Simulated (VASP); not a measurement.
# BaS (P-6m2) in VASP: settings compared, part 2 of 2

VASP 6.6.1. The steps go on from the part before.

## (4) Single point, PBE

This run uses another cell than the first one, of 32.83 Å³/atom, 1.002 times its volume.

INCAR

```
SYSTEM = BaS
ALGO     = Normal         ! electronic algorithm
EDIFF    = 1E-6           ! SCF threshold, eV
ENCUT    = 520            ! plane-wave cutoff, eV
GGA      = PE             ! functional
ISIF     = 2              ! what is computed and relaxed
ISMEAR   = 0              ! smearing method
LASPH    = .TRUE.         ! aspherical terms in the spheres
LCHARG   = .FALSE.        ! write CHGCAR
LREAL    = .FALSE.        ! projectors in reciprocal space
LWAVE    = .FALSE.        ! write WAVECAR
NBANDS   = 15             ! bands
NELM     = 100            ! most SCF steps
PREC     = Accurate       ! precision mode
SIGMA    = 0.02           ! smearing width, eV
```

KPOINTS

```
k-points
0
G
  6 6 8
  0 0 0
```

POSCAR

```
BaS
1.0
    4.3657349495      0.0000000000      0.0000000000
   -2.1828674748      3.7808373724      0.0000000000
    0.0000000000      0.0000000000      3.9780918227
Ba S
1 1
Direct
    0.0000000000      0.0000000000      0.5000000000
    0.6666666667      0.3333333333      0.0000000000
```

Potentials or basis: VASP PAW PBE potentials, release 64 (Ba_sv, S).

The run is started by

```console
$ cat potpaw_PBE.64/Ba_sv/POTCAR potpaw_PBE.64/S/POTCAR > POTCAR
$ mpirun -np 1 vasp_std > vasp.out
```

OUTCAR:

```text
SYSTEM = BaS
   EDIFF = 1E-6
   ENCUT = 520
   GGA = PE
   ISIF = 2
   ISMEAR = 0
   LASPH = .TRUE.
   LREAL = .FALSE.
   NELM = 100
   PREC = Accurate

 ion  position               nearest neighbor table
   1  0.000  0.000  0.500-   2 3.21   2 3.21   2 3.21   2 3.21   2 3.21   2 3.21
   2  0.667  0.333  0.000-   1 3.21   1 3.21   1 3.21   1 3.21   1 3.21   1 3.21

  LATTYP: Found a hexagonal cell.
 ALAT       =     4.3657349495
 C/A-ratio  =     0.9112078192

  Lattice vectors:

 A1 = (   4.3657349495,   0.0000000000,   0.0000000000)
 A2 = (  -2.1828674748,   3.7808373724,   0.0000000000)
 A3 = (   0.0000000000,   0.0000000000,   3.9780918227)

Analysis of symmetry for initial positions (statically):
=====================================================================
 Subroutine PRICEL returns:
 Original cell was already a primitive cell.

 Routine SETGRP: Setting up the symmetry group for a
 hexagonal supercell.

 Subroutine GETGRP returns: Found 12 space group operations
 (whereof 12 operations were pure point group operations)
 out of a pool of 24 trial point group operations.

The static configuration has the point symmetry D_3h.

Analysis of symmetry for dynamics (positions and initial velocities):
=====================================================================
 Subroutine PRICEL returns:
 Original cell was already a primitive cell.

 Routine SETGRP: Setting up the symmetry group for a
 hexagonal supercell.

 Subroutine GETGRP returns: Found 12 space group operations
 (whereof 12 operations were pure point group operations)
 out of a pool of 24 trial point group operations.

The dynamic configuration has the point symmetry D_3h.

 Subroutine INISYM returns: Found 12 space group operations
 (whereof 12 operations are pure point group operations),
 and found     1 'primitive' translations

----------------------------------------------------------------------------------------

[... 116 lines left out ...]
   LORBIT       =      0    0 simple, 1 ext, 2 COOP (PROOUT), +10 PAW based schemes
   GGA     = PE    functional components
   LHFCALC =     F    Hartree Fock is set to
   AEXX    =    0.0000 exact exchange contribution
   IVDW    =     0    specifies the selected vdW correction
   LEPSILON=     F    determine dielectric tensor
   LRPA    =     F    only Hartree local field effects (RPA)
 non-spin polarized calculation
 Gauss-broadening in eV      SIGMA  =   0.02
  energy-cutoff  :      520.00
  volume of cell :       65.66
 maximum number of plane-waves:      1790
   NGX = 17   NGY = 17   NGZ = 15

 number of electron      16.0000002 magnetization

 Free energy of the ion-electron system (eV)
  ---------------------------------------------------
  ext. energy  EPLUGINS =         0.00000000
  ---------------------------------------------------
  free energy    TOTEN  =        -9.91400109 eV

  energy without entropy =       -9.91400109  energy(sigma->0) =       -9.91400109

 E-fermi :   1.9561     XC(G=0):  -8.5675

 val. band max:        1.8527221865   @ k =   0.0000   0.0000   0.0000
 cond. band min:       3.8195938631   @ k =   0.0000   0.0000   0.0000
 fundamental gap:      1.9668716766
 Fermi energy:         1.9560930249

 k-point     1 :       0.0000    0.0000    0.0000
  band No.  band energies     occupation
      1     -24.8613      2.00000
      2      -9.9156      2.00000
      3      -9.9156      2.00000
      4      -9.7676      2.00000
      5      -8.8546      2.00000
      6       1.0482      2.00000
      7       1.0482      2.00000
      8       1.8527      2.00000
      9       3.8196      0.00000
     10       4.9031      0.00000
     11       7.3849      0.00000
     12       7.3849      0.00000
     13       8.2806      0.00000
     14       8.2806      0.00000
[... 401 lines left out ...]
      2     -10.5912      2.00000
      3     -10.2345      2.00000
      4      -9.9194      2.00000
      5      -8.1791      2.00000
      6       0.1021      2.00000
      7       0.8150      2.00000
      8       0.8173      2.00000
      9       5.0238      0.00000
     10       6.6139      0.00000
     11       7.2007      0.00000
     12       8.4445      0.00000
     13       8.7030      0.00000
     14      10.0283      0.00000
     15      11.4471      0.00000

 [... further k-points ...]
[... 5 lines left out ...]
  --------------------------------------------------------------------------------------
  -------------------------------------------------------------------------------------
  Total        0.2308008      0.2308008      0.2915644     -0.0000000     -0.0000000      0.0000000
  in kB        5.6315461      5.6315461      7.1141810     -0.0000000     -0.0000000      0.0000000
  external PRESSURE =       6.1257578 kB  Pullay stress =       0.0000000 kB

 VOLUME and BASIS-vectors are now :
 -----------------------------------------------------------------------------
  energy-cutoff  :      520.00
  volume of cell :       65.66
      direct lattice vectors                 reciprocal lattice vectors
     4.365734950  0.000000000  0.000000000     0.229056507  0.132245836  0.000000000
    -2.182867475  3.780837372  0.000000000     0.000000000  0.264491672  0.000000000
     0.000000000  0.000000000  3.978091823     0.000000000  0.000000000  0.251376802

 POSITION                                       TOTAL-FORCE (eV/Angst)
 -----------------------------------------------------------------------------------
      0.00000      0.00000      1.98905        -0.000000      0.000000      0.000000
      2.18287      1.26028      0.00000         0.000000     -0.000000      0.000000
 -----------------------------------------------------------------------------------
    total drift:                               -0.000000      0.000000     -0.000000

  FREE ENERGIE OF THE ION-ELECTRON SYSTEM (eV)
  ---------------------------------------------------
  free  energy   TOTEN  =        -9.9140010904 eV

  energy  without entropy=       -9.9140010904  energy(sigma->0) =       -9.91400109
```

stdout:

```text
POSCAR found type information on POSCAR BaS
 POSCAR found :  2 types and       2 ions
 scaLAPACK will be used
 LDA part: xc-table for (Slater+PW92), standard interpolation
 POSCAR, INCAR and KPOINTS ok, starting setup
 FFT: planning ... GRIDC
 FFT: planning ... GRID_SOFT
 FFT: planning ... GRID
 WAVECAR not read
 entering main loop
```

Run time: 13 s. Hardware: 1 thread of Intel Xeon 6975P-C (Granite Rapids), shared host; peak memory 0.18 GiB.

What came out:

```yaml
Free_energy: -9.9140 eV
Pressure: 0.6 GPa
Band_gap_on_the_k_mesh: 1.97 eV, direct
```

Caveat: spin-orbit coupling is left out, which moves the levels of the heavy elements. PBE gaps usually lie below the measured ones, often by a third to a half.

## (5) Single point, LDA

This run uses another cell than the first one, of 32.83 Å³/atom, 1.002 times its volume.

INCAR

```
SYSTEM = BaS
PREC = Accurate ; ENCUT = 520
EDIFF = 1E-7 ; ISMEAR = 0
SIGMA = 0.02 ; LREAL = .False.
LASPH = .True. ; NELM = 80
ALGO = Normal ; ISIF = 2
LWAVE = .False. ; LCHARG = .False.
GGA = CA ; NBANDS = 15
```

KPOINTS

```
Automatic mesh
0
Gamma
  6 6 8
  0 0 0
```

POSCAR is that of step 4.

Potentials or basis: VASP PAW LDA potentials, release 64 (Ba_sv, S).

The run is started by

```console
$ cat potpaw_LDA.64/Ba_sv/POTCAR potpaw_LDA.64/S/POTCAR > POTCAR
$ mpirun -np 1 vasp_std > vasp.out
```

It took 13 s on 1 thread of Intel Xeon 6975P-C (Granite Rapids), shared host; peak memory 0.16 GiB.

The run converged. Its results:

```
Free energy            : -10.8849 eV
Pressure               : -2.6 GPa
Band gap on the k mesh : 1.75 eV, direct
```

Stress tensor (GPa, compression positive):
```
-2.43  0.00  0.00
 0.00 -2.43  0.00
 0.00  0.00 -2.84
```

Levels at points of the mesh, in eV from the valence-band top:
| k point | band 6 | band 7 | band 8 | band 9 | band 10 | band 11 |
| --- | --- | --- | --- | --- | --- | --- |
| (0.00, 0.00, 0.00) | -0.82 | -0.82 | 0.00 | 1.75 | 2.76 | 5.40 |
| (0.50, 0.00, 0.00) | -2.06 | -0.67 | -0.43 | 1.96 | 5.17 | 5.66 |
| (0.00, 0.00, 0.50) | -2.48 | -0.67 | -0.67 | 3.73 | 3.73 | 4.66 |
| (0.50, 0.00, 0.50) | -1.68 | -1.28 | -1.27 | 3.35 | 4.75 | 6.76 |

Caveat: spin-orbit coupling is left out, which moves the levels of the heavy elements. A k mesh can miss the band edges.

## (6) Overview

| level | potentials or basis | cell | k mesh | smearing | gap on the mesh (eV) | pressure (GPa) |
| --- | --- | --- | --- | --- | --- | --- |
| PBE | VASP PAW PBE potentials, release 64 (Ba_sv, S) | a = 4.368, b = 4.368, c = 3.966 Å, angles 90.0, 90.0, 120.0°, 2 atoms | 6 × 6 × 6 | gaussian 0.1 eV | 1.96 | 0.7 |
| PBE | VASP PAW PBE potentials, release 64 (Ba_sv, S) | a = 5.167, b = 5.167, c = 3.410 Å, angles 90.0, 90.0, 120.0°, 2 atoms | 6 × 6 × 6 | gaussian 0.1 eV | 0.06 | -3.2 |
| PBE | VASP PAW PBE potentials, release 64 (Ba_sv, S) | a = 4.366, b = 4.366, c = 3.978 Å, angles 90.0, 90.0, 120.0°, 2 atoms | 6 × 6 × 8 | gaussian 0.02 eV | 1.97 | 0.6 |
| LDA | VASP PAW LDA potentials, release 64 (Ba_sv, S) | a = 4.366, b = 4.366, c = 3.978 Å, angles 90.0, 90.0, 120.0°, 2 atoms | 6 × 6 × 8 | gaussian 0.02 eV | 1.75 | -2.6 |

Alike in all rows: task single point; no spin polarisation; cutoff (eV) 520.

Caveats: spin-orbit coupling is left out, which moves the levels of the heavy elements.

Total energies depend on the potentials used, so only differences within one code and one set of settings carry meaning.
